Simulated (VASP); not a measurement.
# Ag (R-3m) in VASP: further runs, part 2 of 2

VASP 6.6.1. Earlier steps stand in the parts before.

## 3. Single point, PBEsol

This run uses another cell than the first one: it holds 3 atoms, not 2.

INCAR reads:

```
PREC = Accurate ; ENCUT = 520
EDIFF = 1E-7 ; ISMEAR = 0
SIGMA = 0.1 ; LREAL = F
LASPH = T ; NELM = 100
ALGO = Normal ; ISIF = 2
LWAVE = F ; LCHARG = F
GGA = PS ; NBANDS = 24
```

KPOINTS reads:

```
Automatic mesh
0
Gamma
  18 18 18
```

POSCAR reads:

```
Ag
1.0
    1.4343554527      0.8281255067      7.0199836664
   -1.4343554527      0.8281255067      7.0199836664
    0.0000000000     -1.6562510134      7.0199836664
Ag
3
Direct
    0.0000000000      0.0000000000      0.0000000000
    0.7776903548      0.7776903548      0.7776903548
    0.2223096452      0.2223096452      0.2223096452
```

Potentials or basis: VASP PAW PBE potentials, release 64 (Ag).

Run with:

```bash
cat potpaw_PBE.64/Ag/POTCAR > POTCAR
mpirun -np 1 vasp_std > vasp.out
```

It took 28 min on 1 thread of Intel Xeon Platinum 8488C (Sapphire Rapids), shared host; peak memory 0.78 GiB.

The run converged. Its results:

```yaml
Free_energy: -9.9196 eV
Pressure: -0.2 GPa
```

Levels at points of the mesh, in eV from the Fermi level:
```
           k point  band 15  band 16  band 17  band 18  band 19  band 20
(0.00, 0.00, 0.00)    -3.28    -3.28    -3.15    -3.15     8.12     8.15
(0.50, 0.00, 0.00)    -2.78    -0.12     1.19     1.34     5.09     5.23
(0.50, 0.50, 0.00)    -2.74     0.15     0.53     1.60     4.26     6.11
(0.50, 0.50, 0.50)    -3.62    -2.98    -2.98    -0.48     3.75    14.23
```

Caveat: the PAW data sets were made with another functional, which shifts forces and pressure a little.

## 4. Single point, PBEsol

This run uses another cell than the first one: it holds 3 atoms, not 2.

INCAR reads:

```
SYSTEM = Ag
PREC     = Accurate       ! precision mode
ENCUT    = 520            ! plane-wave cutoff, eV
EDIFF    = 1E-7           ! SCF threshold, eV
ISMEAR   = 0              ! smearing method
SIGMA    = 0.1            ! smearing width, eV
LREAL    = .False.        ! projectors in reciprocal space
LASPH    = .True.         ! aspherical terms in the spheres
NELM     = 100            ! most SCF steps
ALGO     = Normal         ! electronic algorithm
ISIF     = 2              ! what is computed and relaxed
LWAVE    = .False.        ! write WAVECAR
LCHARG   = .False.        ! write CHGCAR
GGA      = PS             ! functional
NBANDS   = 24             ! bands
```

KPOINTS reads:

```
Automatic mesh
0
Gamma
  6 6 6
  0 0 0
```

POSCAR reads:

```
Ag
1.0
    1.4448702859      0.8341962485      6.9597360086
   -1.4448702859      0.8341962485      6.9597360086
    0.0000000000     -1.6683924970      6.9597360086
Ag
3
Direct
    0.0000000000      0.0000000000      0.0000000000
    0.7776807020      0.7776807020      0.7776807020
    0.2223192980      0.2223192980      0.2223192980
```

Potentials or basis: VASP PAW PBE potentials, release 64 (Ag).

Run with:

```bash
cat potpaw_PBE.64/Ag/POTCAR > POTCAR
mpirun -np 1 vasp_std > vasp.out
```

OUTCAR:

```text
SYSTEM = Ag
   PREC = Accurate
   ENCUT = 520
   EDIFF = 1E-7
   ISMEAR = 0
   LREAL = .False.
   LASPH = .True.
   NELM = 100
   ISIF = 2
   GGA = PS

 ion  position               nearest neighbor table
   1  0.000  0.000  0.000-   2 2.86   3 2.86   2 2.86   2 2.86   3 2.86   3 2.86
   2  0.778  0.778  0.778-   1 2.86   1 2.86   1 2.86   3 2.86   3 2.86   3 2.86
   3  0.222  0.222  0.222-   1 2.86   1 2.86   1 2.86   2 2.86   2 2.86   2 2.86

  LATTYP: Found a trigonal (rhomboedric) cell.
 ALAT       =     7.1569168525
 COS(alpha) =     0.9184853305

[... 841 lines left out ...]

  FORCE on cell =-STRESS in cart. coord.  units (eV):
  Direction    XX          YY          ZZ          XY          YZ          ZX
  --------------------------------------------------------------------------------------
  -------------------------------------------------------------------------------------
  Total       -0.0101059     -0.0101059     -0.0942768      0.0000000      0.0000000      0.0000000
  in kB       -0.3216954     -0.3216954     -3.0010582      0.0000000      0.0000000      0.0000000
  external PRESSURE =      -1.2148163 kB  Pullay stress =       0.0000000 kB

 VOLUME and BASIS-vectors are now :
 -----------------------------------------------------------------------------
  energy-cutoff  :      520.00
  volume of cell :       50.33
      direct lattice vectors                 reciprocal lattice vectors
     1.444870286  0.834196248  6.959736009     0.346051825  0.199793115  0.047894537
    -1.444870286  0.834196248  6.959736009    -0.346051825  0.199793115  0.047894537
     0.000000000 -1.668392497  6.959736009     0.000000000 -0.399586229  0.047894537

 POSITION                                       TOTAL-FORCE (eV/Angst)
 -----------------------------------------------------------------------------------
      0.00000      0.00000      0.00000        -0.000000     -0.000000      0.000000
      0.00000      0.00000     16.23736         0.000000      0.000000     -0.001447
      0.00000      0.00000      4.64185         0.000000     -0.000000      0.001447
 -----------------------------------------------------------------------------------
    total drift:                                0.000000      0.000000     -0.000000

  FREE ENERGIE OF THE ION-ELECTRON SYSTEM (eV)
  ---------------------------------------------------
  free  energy   TOTEN  =        -9.7875353154 eV

  energy  without entropy=       -9.7787301087  energy(sigma->0) =       -9.78313271
```

stdout:

```text
POSCAR found type information on POSCAR Ag
 POSCAR found :  1 types and       3 ions
 scaLAPACK will be used
 -----------------------------------------------------------------------------
|                                                                             |
|                                                                             |
|     You enforced a specific xc type in the INCAR file but a different       |
|     I HOPE YOU KNOW WHAT YOU ARE DOING!                                     |
|                                                                             |
 -----------------------------------------------------------------------------

 LDA part: xc-table for (Slater+PW92), standard interpolation
 POSCAR, INCAR and KPOINTS ok, starting setup
 FFT: planning ... GRIDC
 FFT: planning ... GRID_SOFT
 FFT: planning ... GRID
 WAVECAR not read
 entering main loop
```

It took 1.9 min on 1 thread of Intel Xeon Platinum 8488C (Sapphire Rapids), shared host; peak memory 0.37 GiB.

Results:

```yaml
Free_energy: -9.7875 eV
Pressure: -0.1 GPa
```

Levels at points of the mesh, in eV from the Fermi level:
| k point | band 15 | band 16 | band 17 | band 18 | band 19 | band 20 |
| --- | --- | --- | --- | --- | --- | --- |
| (0.00, 0.00, 0.00) | -3.21 | -3.21 | -3.08 | -3.08 | 8.44 | 8.47 |
| (0.50, 0.00, 0.00) | -2.73 | -0.09 | 1.22 | 1.34 | 5.09 | 5.27 |
| (0.50, 0.50, 0.00) | -2.69 | 0.19 | 0.55 | 1.59 | 4.23 | 6.18 |
| (0.50, 0.50, 0.50) | -3.55 | -2.91 | -2.91 | -0.29 | 3.99 | 14.49 |

Caveat: the k points lie up to 0.42 Å⁻¹ apart; the PAW data sets were made with another functional, which shifts forces and pressure a little.

## 5. Relaxation of cell and atoms, PBEsol

This run uses another cell than the first one: it holds 3 atoms, not 2.

INCAR reads:

```
SYSTEM = Ag
ALGO     = Normal         ! electronic algorithm
EDIFF    = 1E-6           ! SCF threshold, eV
EDIFFG   = -0.04          ! ionic threshold
ENCUT    = 600            ! plane-wave cutoff, eV
GGA      = PS             ! functional
IBRION   = 2              ! ionic algorithm
ISIF     = 3              ! what is computed and relaxed
ISMEAR   = 0              ! smearing method
LASPH    = .True.         ! aspherical terms in the spheres
LCHARG   = .False.        ! write CHGCAR
LREAL    = .False.        ! projectors in reciprocal space
LWAVE    = .False.        ! write WAVECAR
NELM     = 100            ! most SCF steps
NSW      = 90             ! ionic steps
PREC     = Accurate       ! precision mode
SIGMA    = 0.1            ! smearing width, eV
```

KPOINTS reads:

```
k-points
0
Gamma
  6 6 6
  0 0 0
```

POSCAR reads:

```
Ag
1.0
    1.4730471633      0.8504641762      7.2046500000
   -1.4730471633      0.8504641762      7.2046500000
    0.0000000000     -1.7009283525      7.2046500000
Ag
3
Direct
    0.0000000000      0.0000000000      0.0000000000
    0.7777190000      0.7777190000      0.7777190000
    0.2222810000      0.2222810000      0.2222810000
```

Run with:

```bash
cat potpaw_PBE.64/Ag/POTCAR > POTCAR
mpirun -np 1 vasp_std > vasp.out
```

Run time: 6.6 min. Hardware: 1 thread of Intel Xeon Platinum 8488C (Sapphire Rapids), shared host; peak memory 0.53 GiB.

Results (log left out):

* Free energy: -9.7898 eV
* Relaxed volume: 16.74 Å³/atom
* Relaxed cell: a = 7.118 Å, b = 7.118 Å, c = 7.118 Å, α = 23.46°, β = 23.46°, γ = 23.46°
* Space group after relaxing (to 0.05 Å): R-3m (No. 166)
* Energy gained by relaxing: 30.3 meV/atom
* Ionic steps: 6
* Pressure after relaxing: 0.2 GPa
* Largest force after relaxing: 0.007 eV/Å

Forces in eV/Å, atoms in the order of the input:
```
Ag   0.000  0.000  0.000
Ag   0.000  0.000 -0.007
Ag   0.000  0.000  0.007
```

Step by step:
| step | energy change (eV) | largest force (eV/Å) | pressure (GPa) | volume (Å³) |
| --- | --- | --- | --- | --- |
| 1 | 0.0000 | 0.0038 | -6.81 | 54.15 |
| 2 | -0.0609 | 0.0112 | 4.95 | 48.36 |
| 3 | -0.0894 | 0.0033 | -0.01 | 50.30 |
| 4 | -0.0894 | 0.0040 | 0.17 | 50.22 |
| 5 | -0.0902 | 0.0045 | 0.18 | 50.22 |
| 6 | -0.0910 | 0.0073 | 0.17 | 50.21 |

Final structure:
```cif
data_structure
_symmetry_space_group_name_H-M 'P 1'
_symmetry_Int_Tables_number 1
_cell_length_a 7.1182
_cell_length_b 7.1182
_cell_length_c 7.1182
_cell_angle_alpha 23.463
_cell_angle_beta 23.463
_cell_angle_gamma 23.463
_cell_volume 50.21
loop_
_atom_site_label
_atom_site_type_symbol
_atom_site_fract_x
_atom_site_fract_y
_atom_site_fract_z
_atom_site_occupancy
Ag1 Ag 0.00000 0.00000 0.00000 1
Ag2 Ag 0.77769 0.77769 0.77769 1
Ag3 Ag 0.22231 0.22231 0.22231 1
```

Levels at points of the mesh, in eV from the Fermi level:
| k point | band 14 | band 15 | band 16 | band 17 | band 18 | band 19 | band 20 |
| --- | --- | --- | --- | --- | --- | --- | --- |
| (0.00, 0.00, 0.00) | -3.23 | -3.22 | -3.22 | -3.08 | -3.08 | 8.60 | 8.62 |
| (0.50, 0.00, 0.00) | -2.76 | -2.73 | -0.11 | 1.21 | 1.32 | 5.09 | 5.29 |
| (0.50, 0.50, 0.00) | -2.71 | -2.69 | 0.18 | 0.53 | 1.57 | 4.22 | 6.22 |
| (0.50, 0.50, 0.50) | -3.56 | -3.56 | -2.91 | -2.91 | -0.24 | 4.11 | 14.58 |

Caveat: the k points lie up to 0.42 Å⁻¹ apart in the final cell; the PAW data sets were made with another functional, which shifts forces and pressure a little.

## 6. Summary

```csv
task,cell,k mesh,cutoff (eV),gap on the mesh (eV),pressure (GPa),relaxed volume (Å³/atom),largest force (eV/Å)
relaxation of cell and atoms,"relaxed from a = 3.891 Å, angles 54.5°, 2 atoms",6 × 6 × 6,600,none,0.1,16.67,0.02
single point,"a = 7.213 Å, angles 22.9°, 3 atoms",18 × 18 × 18,520,none,-0.2,-,-
single point,"a = 7.157 Å, angles 23.3°, 3 atoms",6 × 6 × 6,520,none,-0.1,-,-
relaxation of cell and atoms,"relaxed from a = 7.403 Å, angles 23.0°, 3 atoms",6 × 6 × 6,600,none,0.2,16.74,0.01
```

Alike in all rows: level PBEsol; potentials or basis VASP PAW PBE potentials, release 64 (Ag); no spin polarisation; smearing gaussian 0.1 eV.

Caveats: some runs use coarse meshes; the PAW data sets were made with another functional, which shifts forces and pressure a little.

Total energies depend on the potentials used, so only differences within one code and one set of settings carry meaning.
